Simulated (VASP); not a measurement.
**Si3N4: single point with PBEsol**

Si3N4:

```xyz
14
Lattice="-3.2275 3.2275 3.2275 3.2275 -3.2275 3.2275 3.2275 3.2275 -3.2275" Properties=species:S:1:pos:R:3 pbc="T T T"
Si    1.6137    2.4206    0.0000
Si    0.0000    1.6137    2.4206
Si    0.0000    4.8412    0.8069
Si    2.4206    0.0000    1.6137
Si    0.8069    0.0000    4.8412
Si    4.8412    0.8069    0.0000
N    -1.4151    1.8124    1.4151
N    -0.1986    0.1986    3.4261
N     3.0289    3.0289    3.0289
N     3.4261   -0.1986    0.1986
N     1.4151    1.4151    1.4151
N     1.8124    1.4151   -1.4151
N     0.1986    3.4261   -0.1986
N     1.4151   -1.4151    1.8124
```

```
Program                : VASP 6.6.1
Task                   : single point
Functional             : PBEsol
Potentials or basis    : VASP PAW PBE potentials, release 64 (Si, N)
Cutoff                 : 520 eV
k mesh                 : 6 × 6 × 6
Occupations            : fermi-dirac, width 0.02 eV
Spin                   : no spin polarisation
Dipole correction      : no
Further INCAR settings : ALGO = Normal; EDIFF = 1e-06; NBANDS = 45
```

The pressure is 0.2 GPa and the band gap on the k mesh is 3.97 eV, indirect (least direct gap 4.14 eV).

Levels at points of the mesh, in eV from the valence-band top:
| k point | band 30 | band 31 | band 32 | band 33 | band 34 | band 35 |
| --- | --- | --- | --- | --- | --- | --- |
| (0.00, 0.00, 0.00) | -0.16 | -0.16 | -0.06 | 4.46 | 4.46 | 4.62 |
| (0.50, 0.00, 0.00) | -1.31 | -0.02 | -0.02 | 4.86 | 4.86 | 5.92 |
| (0.50, 0.50, 0.50) | -1.97 | -1.23 | -1.23 | 5.30 | 5.30 | 5.30 |

It took 71 s on 1 thread of Intel(R) Xeon(R) Platinum 8488C (Sapphire Rapids) (shared host), peak memory 0.28 GiB.

Caveat: the PAW data sets were made with another functional, which shifts forces and pressure a little. A k mesh can miss the band edges.
